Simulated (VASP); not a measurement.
A run of VASP 6.6.1 is set up as follows.

POSCAR

```
GaN
1.0
    3.1614683933      0.0000000001      0.0000000000
   -1.5807341967      2.7379119418      0.0000000000
    0.0000000000      0.0000000000      5.1496505662
Ga N
2 2
Direct
    0.3333333333      0.6666666667     -0.0008277438
    0.6666666667      0.3333333333      0.4991722562
    0.3333333333      0.6666666667      0.3758277438
    0.6666666667      0.3333333333      0.8758277438
```

The input INCAR.step1:

```
  PREC = Accurate
  ENCUT = 910
  ISMEAR = 0
  SIGMA = 0.05
  LREAL = F
  LASPH = T
  NELM = 120
  NBANDS = 26
  GGA = PE
  ALGO = Normal
  EDIFF = 1E-5
  LWAVE = T
  LCHARG = F
  GGA_COMPAT = F
```

File INCAR.step2:

```
  PREC = Accurate
  ENCUT = 910
  EDIFF = 1E-6
  ISMEAR = 0
  SIGMA = 0.05
  LREAL = F
  LASPH = T
  NELM = 120
  ALGO = Normal
  ISIF = 2
  LWAVE = F
  LCHARG = F
  METAGGA = R2SCAN
  LMIXTAU = T
  NBANDS = 26
  ISTART = 1
  GGA_COMPAT = F
```

KPOINTS

```
Automatic mesh
0
Gamma
  8 8 6
```

Potentials or basis: VASP PAW PBE potentials, release 64 (Ga_d, N_h).

The run is started by

```console
$ cat potpaw_PBE.64/Ga_d/POTCAR potpaw_PBE.64/N_h/POTCAR > POTCAR
$ cp INCAR.step1 INCAR
$ mpirun -np 1 vasp_std > vasp.out
$ cp INCAR.step2 INCAR
$ mpirun -np 1 vasp_std > vasp.out
```

Problem. Estimate the band gap on the k mesh.

Solution. 2.48 eV.

Problem. What does it give for the pressure?

Solution. 5.2 GPa.

Stress tensor (GPa, compression positive):
```
5.25 0.00 0.00
0.00 5.25 0.00
0.00 0.00 5.09
```

Caveat: the cutoff is under 1.25 times the usual one of these potentials, so pressure, stress and relaxed cells hold a basis-set (Pulay) error; the cell stands under pressure; the PAW data sets were made with another functional, which shifts forces and pressure a little. r2SCAN opens gaps a little over a GGA but as a rule still falls short of measured ones.
